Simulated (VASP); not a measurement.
# FeO (I4/mmm) in VASP: single point with PBE

Aim: the single point of FeO with PBE.

Everything below comes from runs of VASP 6.6.1. Logs are shortened: lines on timing, memory, paths and dates and some standing lists are left out, and cuts for length are marked.

### Step 1. The cell of the first run

The structure is tetragonal, space group I4/mmm (No. 139). The conventional cell has a = 3.292 Å, b = 3.292 Å, c = 4.311 Å, α = 90.00°, β = 90.00°, γ = 90.00°. Fe (site symmetry 4/mmm) has 6 O at 2.16 to 2.33 Å within 2.9 Å. Within 2.9 Å of O (site symmetry 4/mmm) lie 6 Fe at 2.16 to 2.33 Å.

### Step 2. Single point, PBE, collinear spin, ferromagnetic start (strain +0.080 along x and y, +0.000 along z)

Input file INCAR:

```
SYSTEM = FeO
  PREC = Accurate
  ENCUT = 600
  EDIFF = 1E-6
  ISMEAR = 0
  SIGMA = 0.15
  LREAL = .False.
  LASPH = .True.
  NELM = 200
  ALGO = Normal
  ISIF = 2
  LWAVE = .False.
  LCHARG = .False.
  ISPIN = 2
  MAGMOM = 3.79 0.35
  LORBIT = 11
  LMAXMIX = 4
  GGA = PE
  NBANDS = 18
  GGA_COMPAT = .False.
```

Input file KPOINTS:

```
Automatic mesh
0
Gamma
  20 20 20
  0 0 0
```

Input file POSCAR:

```
FeO
1.0
    0.0000000000      2.3278320000      2.1554000000
    2.3278320000      0.0000000000      2.1554000000
    2.3278320000      2.3278320000      0.0000000000
Fe O
1 1
Direct
    0.0000000000      0.0000000000      0.0000000000
    0.5000000000      0.5000000000      0.5000000000
```

Potentials or basis: VASP PAW PBE potentials, release 64 (Fe, O).

Command:

```console
cat potpaw_PBE.64/Fe/POTCAR potpaw_PBE.64/O/POTCAR > POTCAR
mpirun -np 1 vasp_std > vasp.out
```

OUTCAR:

```text
SYSTEM = FeO
   PREC = Accurate
   ENCUT = 600
   EDIFF = 1E-6
   ISMEAR = 0
   LREAL = .False.
   LASPH = .True.
   NELM = 200
   ISIF = 2
   ISPIN = 2
   LORBIT = 11
   GGA = PE

 ion  position               nearest neighbor table
   1  0.000  0.000  0.000-   2 2.16   2 2.16   2 2.33   2 2.33   2 2.33   2 2.33
   2  0.500  0.500  0.500-   1 2.16   1 2.16   1 2.33   1 2.33   1 2.33   1 2.33

  LATTYP: Found a body centered tetragonal cell.
 ALAT       =     3.2920515853
 C/A-ratio  =     1.3094570022

  Lattice vectors:

 A1 = (   0.0000000000,  -2.3278320000,  -2.1554000000)
 A2 = (   0.0000000000,   2.3278320000,  -2.1554000000)
 A3 = (   2.3278320000,   0.0000000000,   2.1554000000)

Analysis of symmetry for initial positions (statically):
=====================================================================
 Subroutine PRICEL returns:
 Original cell was already a primitive cell.

 Routine SETGRP: Setting up the symmetry group for a
 body centered tetragonal supercell.

 Subroutine GETGRP returns: Found 16 space group operations
 (whereof 16 operations were pure point group operations)
 out of a pool of 16 trial point group operations.

The static configuration has the point symmetry D_4h.

Analysis of symmetry for dynamics (positions and initial velocities):
=====================================================================
 Subroutine PRICEL returns:
 Original cell was already a primitive cell.

 Routine SETGRP: Setting up the symmetry group for a
 body centered tetragonal supercell.

 Subroutine GETGRP returns: Found 16 space group operations
 (whereof 16 operations were pure point group operations)
 out of a pool of 16 trial point group operations.

The dynamic configuration has the point symmetry D_4h.

Analysis of structural, dynamic, and magnetic symmetry:
=====================================================================
 Subroutine PRICEL returns:
 Original cell was already a primitive cell.

 Routine SETGRP: Setting up the symmetry group for a
 body centered tetragonal supercell.

 Subroutine GETGRP returns: Found 16 space group operations
 (whereof 16 operations were pure point group operations)
 out of a pool of 16 trial point group operations.

The overall configuration has the point symmetry D_4h.

 Subroutine INISYM returns: Found 16 space group operations
 (whereof 16 operations are pure point group operations),
 and found     1 'primitive' translations

----------------------------------------------------------------------------------------

[... 116 lines left out ...]
   LORBIT       =     11    0 simple, 1 ext, 2 COOP (PROOUT), +10 PAW based schemes
   GGA     = PE    functional components
   LHFCALC =     F    Hartree Fock is set to
   AEXX    =    0.0000 exact exchange contribution
   IVDW    =     0    specifies the selected vdW correction
   LEPSILON=     F    determine dielectric tensor
   LRPA    =     F    only Hartree local field effects (RPA)
 spin polarized calculation
 Gauss-broadening in eV      SIGMA  =   0.15
  energy-cutoff  :      600.00
  volume of cell :       23.36
 maximum number of plane-waves:       805
 NGX is ok and might be reduce to    28
   NGX = 13   NGY = 13   NGZ = 13

 number of electron      14.0000000 magnetization       4.0062111

 Free energy of the ion-electron system (eV)
  ---------------------------------------------------
  ext. energy  EPLUGINS =         0.00000000
  ---------------------------------------------------
  free energy    TOTEN  =       -14.70211432 eV

  energy without entropy =      -14.68109315  energy(sigma->0) =      -14.69160374

 E-fermi :   4.6077     XC(G=0): -11.3274

 val. band max:        4.6059692693   @ k =   0.3000   0.0000   0.0500
 cond. band min:       4.6082406862   @ k =   0.3500   0.0000   0.0500
 fundamental gap:      0.0022714169
 Fermi energy:         4.6076754518

 spin component 1

 k-point     1 :       0.0000    0.0000    0.0000
  band No.  band energies     occupation
      1     -14.9699      1.00000
      2       0.7957      1.00000
      3       0.7957      1.00000
      4       0.8909      1.00000
      5       0.9956      1.00000
      6       1.1024      1.00000
[... 493 lines left out ...]
     17      27.2869      0.00000
     18      30.1980      0.00000

 [... further k-points ...]

 spin component 2

 k-point     1 :       0.0000    0.0000    0.0000
  band No.  band energies     occupation
      1     -14.4740      1.00000
      2       1.6233      1.00000
      3       1.9314      1.00000
      4       1.9314      1.00000
      5       4.0169      1.00000
      6       4.0170      1.00000
[... 493 lines left out ...]
     17      27.8266      0.00000
     18      30.8520      0.00000

 [... further k-points ...]

------------------------ aborting loop because EDIFF is reached ----------------------------------------

  FORCE on cell =-STRESS in cart. coord.  units (eV):
  Direction    XX          YY          ZZ          XY          YZ          ZX
  --------------------------------------------------------------------------------------
  -------------------------------------------------------------------------------------
  Total       -2.7592213     -2.7592213     -2.8646858      0.0000000     -0.0000000      0.0000000
  in kB     -189.2500369   -189.2500369   -196.4836568      0.0000000     -0.0000000      0.0000000
  external PRESSURE =    -191.6612435 kB  Pullay stress =       0.0000000 kB

 VOLUME and BASIS-vectors are now :
 -----------------------------------------------------------------------------
  energy-cutoff  :      600.00
  volume of cell :       23.36
      direct lattice vectors                 reciprocal lattice vectors
     0.000000000  2.327832000  2.155400000    -0.214792133  0.214792133  0.231975503
     2.327832000  0.000000000  2.155400000     0.214792133 -0.214792133  0.231975503
     2.327832000  2.327832000  0.000000000     0.214792133  0.214792133 -0.231975503

 POSITION                                       TOTAL-FORCE (eV/Angst)
 -----------------------------------------------------------------------------------
      0.00000      0.00000      0.00000         0.000000      0.000000      0.000000
      2.32783      2.32783      2.15540        -0.000000     -0.000000      0.000000
 -----------------------------------------------------------------------------------
    total drift:                                0.000000      0.000000      0.000000

  FREE ENERGIE OF THE ION-ELECTRON SYSTEM (eV)
  ---------------------------------------------------
  free  energy   TOTEN  =       -14.7021143205 eV

  energy  without entropy=      -14.6810931521  energy(sigma->0) =      -14.69160374

 total charge

# of ion       s       p       d       tot
------------------------------------------
    1        0.257   0.275   6.006   6.538
    2        1.555   3.366   0.000   4.922
--------------------------------------------------
tot          1.812   3.642   6.006  11.460

 magnetization (x)

# of ion       s       p       d       tot
------------------------------------------
    1        0.029   0.018   3.584   3.631
    2        0.024   0.256   0.000   0.280
--------------------------------------------------
tot          0.054   0.273   3.584   3.911
```

stdout:

```text
POSCAR found type information on POSCAR FeO
 POSCAR found :  2 types and       2 ions
 scaLAPACK will be used
 LDA part: xc-table for (Slater+PW92), standard interpolation
 POSCAR, INCAR and KPOINTS ok, starting setup
 FFT: planning ... GRIDC
 FFT: planning ... GRID_SOFT
 FFT: planning ... GRID
 WAVECAR not read
 entering main loop
```

Run time: 28 min. Hardware: 1 thread of Oxide Virtual Turin-like, shared host; peak memory 0.54 GiB.

What came out:

```
Free energy                                           : -14.7021 eV
Pressure                                              : -19.2 GPa
Band gap on the k mesh                                : zero (filled and empty bands overlap)
Net moment                                            : 4.01 μB per cell
Site moments                                          : Fe +3.63; O +0.28 μB
Valence electrons inside the program's atomic spheres : Fe 6.54; O 4.92
```

Caveat: the cell differs from its parent crystal (strain +0.080 along x and y, +0.000 along z); the cell stands under tension; a cell with one magnetic atom can't hold antiferromagnetic order, which such compounds often take; semilocal functionals often make such compounds metallic where correlation or magnetic order opens a gap, which also shifts bond lengths.
